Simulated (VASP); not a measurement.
# SiO2 (Ibam) in VASP: single point with PBEsol

Aim: the single point of SiO2 with PBEsol.

Program: VASP 6.6.1. These are calculated values, not measurements. Logs are shortened: lines on timing, memory, paths and dates and some standing lists are left out, and cuts for length are marked.

## 1. The cell of the first run

The structure is orthorhombic, space group Ibam (No. 72). The conventional cell has a = 5.757 Å, b = 5.799 Å, c = 4.706 Å, α = 90.00°, β = 90.00°, γ = 90.00°. Si (site symmetry 222) has 4 O at 1.67 Å within 2.2 Å. Within 2.2 Å of O (site symmetry m) lie 2 Si at 1.67 Å.

## 2. Single point, PBEsol

The input, INCAR:

```
ALGO = Normal
EDIFF = 1E-6
ENCUT = 520
GGA = PS
ISIF = 2
ISMEAR = 0
LASPH = T
LCHARG = F
LREAL = F
LWAVE = F
NBANDS = 25
NELM = 100
PREC = Accurate
SIGMA = 0.02
```

The input, KPOINTS:

```
k-points
0
Gamma
  6 6 6
```

The input, POSCAR:

```
SiO2
1.0
   -2.8783782581      2.8996159909      2.3530747976
    2.8783782581     -2.8996159909      2.3530747976
    2.8783782581      2.8996159909     -2.3530747976
Si O
2 4
Direct
    0.7500000000      0.7500000000      0.0000000000
    0.2500000000      0.2500000000      0.0000000000
    0.8562768184      0.8549426560      0.7112194745
    0.3562768184      0.6450573440      0.0013341624
    0.6437231816      0.3549426560      0.9986658376
    0.1437231816      0.1450573440      0.2887805255
```

Potentials or basis: VASP PAW PBE potentials, release 64 (Si, O).

Run with:

```sh
cat potpaw_PBE.64/Si/POTCAR potpaw_PBE.64/O/POTCAR > POTCAR
mpirun -np 1 vasp_std > vasp.out
```

OUTCAR:

```text
EDIFF = 1E-6
   ENCUT = 520
   GGA = PS
   ISIF = 2
   ISMEAR = 0
   LASPH = T
   LREAL = F
   NELM = 100
   PREC = Accurate

 ion  position               nearest neighbor table
   1  0.750  0.750  0.000-   3 1.67   6 1.67   5 1.67   4 1.67   2 2.35   2 2.35
   2  0.250  0.250  0.000-   6 1.67   3 1.67   5 1.67   4 1.67   1 2.35   1 2.35
   3  0.856  0.855  0.711-   1 1.67   2 1.67
   4  0.356  0.645  0.001-   1 1.67   2 1.67
   5  0.644  0.355  0.999-   1 1.67   2 1.67
   6  0.144  0.145  0.289-   2 1.67   1 1.67

  LATTYP: Found a body centered orthorhombic cell.
 ALAT       =     4.7061495952
 B/A-ratio  =     1.2232412931
 C/A-ratio  =     1.2322668170

  Lattice vectors:

 A1 = (   2.8783782581,  -2.8996159909,   2.3530747976)
 A2 = (  -2.8783782581,  -2.8996159909,  -2.3530747976)
 A3 = (   2.8783782581,   2.8996159909,  -2.3530747976)

Analysis of symmetry for initial positions (statically):
=====================================================================
 Subroutine PRICEL returns:
 Original cell was already a primitive cell.

 Routine SETGRP: Setting up the symmetry group for a
 body centered orthorhombic supercell.

 Subroutine GETGRP returns: Found  8 space group operations
 (whereof  4 operations were pure point group operations)
 out of a pool of  8 trial point group operations.

The static configuration has the point symmetry C_2h.
 The point group associated with its full space group is D_2h.

Analysis of symmetry for dynamics (positions and initial velocities):
=====================================================================
 Subroutine PRICEL returns:
 Original cell was already a primitive cell.

 Routine SETGRP: Setting up the symmetry group for a
 body centered orthorhombic supercell.

 Subroutine GETGRP returns: Found  8 space group operations
 (whereof  4 operations were pure point group operations)
 out of a pool of  8 trial point group operations.

The dynamic configuration has the point symmetry C_2h.
 The point group associated with its full space group is D_2h.

 Subroutine INISYM returns: Found  8 space group operations
 (whereof  4 operations are pure point group operations),
 and found     1 'primitive' translations

----------------------------------------------------------------------------------------

                                     Primitive cell

  volume of cell :      78.5569

  direct lattice vectors                    reciprocal lattice vectors
    -2.878378258  2.899615991  2.353074798     0.000000000  0.172436627  0.212487933
     2.878378258 -2.899615991  2.353074798     0.173708927  0.000000000  0.212487933
     2.878378258  2.899615991 -2.353074798     0.173708927  0.172436627  0.000000000

  length of vectors
     4.714848385  4.714848385  4.714848385     0.273652173  0.274455667  0.244763522

  position of ions in fractional coordinates (direct lattice)
     0.750000000  0.750000000  0.000000000
     0.250000000  0.250000000  0.000000000
     0.856276818  0.854942656  0.711219474
     0.356276818  0.645057344  0.001334162
     0.643723182  0.354942656  0.998665838
     0.143723182  0.145057344  0.288780526

  ion indices of the primitive-cell ions
   primitive index   ion index
                 1           1
                 2           2
                 3           3
                 4           4
                 5           5
                 6           6

----------------------------------------------------------------------------------------

 KPOINTS: k-points

Automatic generation of k-mesh.
 Grid dimensions read from file:
 generate k-points for:    6    6    6

 Generating k-lattice:

  Cartesian coordinates                     Fractional coordinates (reciprocal lattice)
     0.000000000  0.028739438  0.035414656     0.166666667  0.000000000 -0.000000000
     0.028951488  0.000000000  0.035414656     0.000000000  0.166666667 -0.000000000
     0.028951488  0.028739438  0.000000000     0.000000000  0.000000000  0.166666667

  Length of vectors
     0.045608696  0.045742611  0.040793920

  Shift w.r.t. Gamma in fractional coordinates (k-lattice)
     0.000000000  0.000000000  0.000000000

 Subroutine IBZKPT returns following result:
 ===========================================

 Found     46 irreducible k-points:

 Following reciprocal coordinates:
            Coordinates               Weight
  0.000000  0.000000  0.000000      1.000000
  0.166667  0.000000  0.000000      4.000000
  0.333333  0.000000 -0.000000      4.000000
  0.500000  0.000000 -0.000000      2.000000
 -0.000000  0.166667  0.000000      4.000000
  0.166667  0.166667  0.000000      8.000000
[... 16 lines left out ...]
 -0.166667  0.166667  0.166667      2.000000
  0.166667  0.333333  0.166667      4.000000
 [... further k-points ...]
   k-points           NKPTS =     46   k-points in BZ     NKDIM =     46   number of bands    NBANDS=     25
   number of dos      NEDOS =    301   number of ions     NIONS =      6
   total plane-waves  NPLWV =  46656
   dimension x,y,z NGX =    36 NGY =   36 NGZ =   36
   dimension x,y,z NGXF=    72 NGYF=   72 NGZF=   72
   ions per type =               2   4
   NGX,Y,Z   is equivalent  to a cutoff of  12.69, 12.69, 12.69 a.u.
   NGXF,Y,Z  is equivalent  to a cutoff of  25.39, 25.39, 25.39 a.u.
 SYSTEM =  unknown system
   PREC   = accura    normal or accurate (medium, high low for compatibility)
   ISTART =      0    job   : 0-new  1-cont  2-samecut
   ICHARG =      2    charge: 1-file 2-atom 10-const
   ISPIN  =      1    spin polarized calculation?
   LNONCOLLINEAR =      F non collinear calculations
   LSORBIT =      F    spin-orbit coupling
   LASPH  =      T    aspherical Exc in radial PAW
   ENCUT  =  520.0 eV  38.22 Ry    6.18 a.u.   8.77  8.77  8.77*2*pi/ulx,y,z
   NELM   =    100;   NELMIN=  2; NELMDL= -5     # of ELM steps
   EDIFF  = 0.1E-05   stopping-criterion for ELM
   LREAL  =      F    real-space projection
   EDIFFG = 0.1E-04   stopping-criterion for IOM
   NSW    =      0    number of steps for IOM
   IBRION =     -1    ionic relax: 0-MD 1-quasi-New 2-CG
   NFREE  =      0    steps in history (QN), initial steepest desc. (CG)
   ISIF   =      2    stress and relaxation
   ISYM   =      2    0-nonsym 1-usesym 2-fastsym
   POTIM  = 0.5000    time-step for ionic-motion
   TEBEG  =    0.0;   TEEND  =   0.0 temperature during run
   PSTRESS=    0.0 pullay stress
   NELECT =      32.0000    total number of electrons
   NUPDOWN=      -1.0000    fix difference up-down
   EMIN   =  10.00;   EMAX   =-10.00  energy-range for DOS
   EFERMI =   0.00;   METHOD = LEGACY
   ISMEAR =     0;   SIGMA  =   0.02  broadening in eV -4-tet -1-fermi 0-gaus
   EFERMI_NEDOS =   21; number of points for ismear=-14 and -15
   IALGO  =     38    algorithm
   IMIX   =      4    mixing-type and parameters
     AMIX     =   0.40;   BMIX     =  1.00
     AMIX_MAG =   1.60;   BMIX_MAG =  1.00
  volume/ion in A,a.u.               =      13.09        88.35
  Fermi-wavevector in a.u.,A,eV,Ry     =   1.213566  2.293308 20.037883  1.472743
  Thomas-Fermi vector in A             =   2.349014
   LORBIT       =      0    0 simple, 1 ext, 2 COOP (PROOUT), +10 PAW based schemes
   GGA     = PS    functional components
   LHFCALC =     F    Hartree Fock is set to
   AEXX    =    0.0000 exact exchange contribution
   IVDW    =     0    specifies the selected vdW correction
   LEPSILON=     F    determine dielectric tensor
   LRPA    =     F    only Hartree local field effects (RPA)
 non-spin polarized calculation
 Gauss-broadening in eV      SIGMA  =   0.02
  energy-cutoff  :      520.00
  volume of cell :       78.56
 maximum number of plane-waves:      2141
   NGX = 17   NGY = 17   NGZ = 17

 number of electron      31.9999983 magnetization

 Free energy of the ion-electron system (eV)
  ---------------------------------------------------
  ext. energy  EPLUGINS =         0.00000000
  ---------------------------------------------------
  free energy    TOTEN  =       -46.88710328 eV

  energy without entropy =      -46.88710328  energy(sigma->0) =      -46.88710328

 E-fermi :   0.9039     XC(G=0):  -9.2061

 val. band max:        0.7712164138   @ k =   0.5000   0.5000   0.5000
 cond. band min:       5.5527781324   @ k =   0.0000   0.0000   0.0000
 fundamental gap:      4.7815617186
 Fermi energy:         0.9038683501

 k-point     1 :       0.0000    0.0000    0.0000
  band No.  band energies     occupation
      1     -19.1653      2.00000
      2     -17.4488      2.00000
      3     -16.1638      2.00000
      4     -16.1582      2.00000
      5      -6.0565      2.00000
      6      -4.3348      2.00000
[... 17 lines left out ...]
     24      12.5277      0.00000
     25      12.7163      0.00000

 k-point     2 :       0.1667    0.0000    0.0000
  band No.  band energies     occupation
      1     -19.0529      2.00000
      2     -17.5612      2.00000
      3     -16.1946      2.00000
      4     -16.1871      2.00000
      5      -6.0032      2.00000
      6      -4.2081      2.00000
[... 17 lines left out ...]
     24      12.5827      0.00000
     25      12.6738      0.00000

 k-point     3 :       0.3333    0.0000   -0.0000
  band No.  band energies     occupation
      1     -18.7419      2.00000
      2     -17.8742      2.00000
      3     -16.2554      2.00000
      4     -16.2470      2.00000
      5      -5.6476      2.00000
      6      -4.5565      2.00000
[... 17 lines left out ...]
     24      12.3942      0.00000
     25      13.0817      0.00000

 k-point     4 :       0.5000    0.0000   -0.0000
  band No.  band energies     occupation
      1     -18.3091      2.00000
      2     -18.3091      2.00000
      3     -16.2813      2.00000
      4     -16.2813      2.00000
      5      -5.0033      2.00000
      6      -5.0033      2.00000
[... 17 lines left out ...]
     24      12.0803      0.00000
     25      13.4222      0.00000
[... 477 lines left out ...]
 k-point    22 :       0.3333    0.1667    0.1667
  band No.  band energies     occupation
      1     -18.3056      2.00000
      2     -18.3056      2.00000
      3     -16.2873      2.00000
      4     -16.2873      2.00000
      5      -4.9549      2.00000
      6      -4.9549      2.00000
[... 17 lines left out ...]
     24      11.8573      0.00000
     25      13.3529      0.00000

 k-point    23 :      -0.1667    0.1667    0.1667
  band No.  band energies     occupation
      1     -19.0797      2.00000
      2     -17.4702      2.00000
      3     -16.2258      2.00000
      4     -16.2217      2.00000
      5      -6.2701      2.00000
      6      -4.1385      2.00000
[... 17 lines left out ...]
     24      12.3777      0.00000
     25      13.5151      0.00000

 k-point    24 :       0.1667    0.3333    0.1667
  band No.  band energies     occupation
      1     -18.3055      2.00000
      2     -18.3055      2.00000
      3     -16.2874      2.00000
      4     -16.2874      2.00000
      5      -4.9559      2.00000
      6      -4.9559      2.00000
[... 17 lines left out ...]
     24      11.8671      0.00000
     25      13.3500      0.00000

 [... further k-points ...]
[... 5 lines left out ...]
  --------------------------------------------------------------------------------------
  -------------------------------------------------------------------------------------
  Total        0.2134969      0.1834879      0.8356281      0.0000000      0.0000000      0.0000000
  in kB        4.3542968      3.7422588     17.0427455      0.0000000      0.0000000      0.0000000
  external PRESSURE =       8.3797670 kB  Pullay stress =       0.0000000 kB

 VOLUME and BASIS-vectors are now :
 -----------------------------------------------------------------------------
  energy-cutoff  :      520.00
  volume of cell :       78.56
      direct lattice vectors                 reciprocal lattice vectors
    -2.878378258  2.899615991  2.353074798     0.000000000  0.172436627  0.212487933
     2.878378258 -2.899615991  2.353074798     0.173708927  0.000000000  0.212487933
     2.878378258  2.899615991 -2.353074798     0.173708927  0.172436627  0.000000000

 POSITION                                       TOTAL-FORCE (eV/Angst)
 -----------------------------------------------------------------------------------
      0.00000      0.00000      3.52961        -0.000000     -0.000000      0.000000
      0.00000      0.00000      1.17654        -0.000000     -0.000000      0.000000
      2.04332      2.06613      2.35307        -0.101645     -0.101541     -0.000000
      0.83506     -0.83348      2.35307         0.101645     -0.101541      0.000000
      2.04332      3.73310     -0.00000        -0.101645      0.101541     -0.000000
      0.83506      0.83348      0.00000         0.101645      0.101541      0.000000
 -----------------------------------------------------------------------------------
    total drift:                                0.000000      0.000000     -0.000000

  FREE ENERGIE OF THE ION-ELECTRON SYSTEM (eV)
  ---------------------------------------------------
  free  energy   TOTEN  =       -46.8871032845 eV

  energy  without entropy=      -46.8871032845  energy(sigma->0) =      -46.88710328
```

It took 62 s on 1 thread of Intel Xeon Platinum 8375C at 2.90GHz (Ice Lake), shared host; peak memory 0.23 GiB.

Results:

```yaml
Free_energy: -46.8871 eV
Pressure: 0.8 GPa
Largest_force: 0.144 eV/Å
Band_gap_on_the_k_mesh: 4.78 eV, indirect (least direct gap 5.28 eV)
```

Forces in eV/Å, atoms in the order of the input:
```
Si   0.000  0.000  0.000
Si   0.000  0.000  0.000
O   -0.102 -0.102  0.000
O    0.102 -0.102  0.000
O   -0.102  0.102  0.000
O    0.102  0.102  0.000
```

Levels at points of the mesh, in eV from the valence-band top:
| k point | band 13 | band 14 | band 15 | band 16 | band 17 | band 18 | band 19 | band 20 |
| --- | --- | --- | --- | --- | --- | --- | --- | --- |
| (0.00, 0.00, 0.00) | -1.07 | -0.63 | -0.50 | -0.49 | 4.78 | 9.19 | 9.23 | 10.72 |
| (0.50, 0.00, 0.00) | -1.06 | -1.06 | -1.00 | -1.00 | 8.41 | 8.41 | 8.63 | 8.63 |
| (0.00, 0.50, 0.00) | -1.07 | -1.07 | -0.99 | -0.99 | 8.40 | 8.40 | 8.63 | 8.63 |
| (0.50, 0.50, 0.00) | -1.64 | -1.13 | -0.47 | -0.26 | 6.27 | 8.69 | 9.11 | 9.89 |
| (0.50, 0.50, 0.50) | -2.39 | -1.09 | -1.09 | 0.00 | 7.51 | 8.45 | 8.54 | 8.56 |

Caveat: the PAW data sets were made with another functional, which shifts forces and pressure a little.
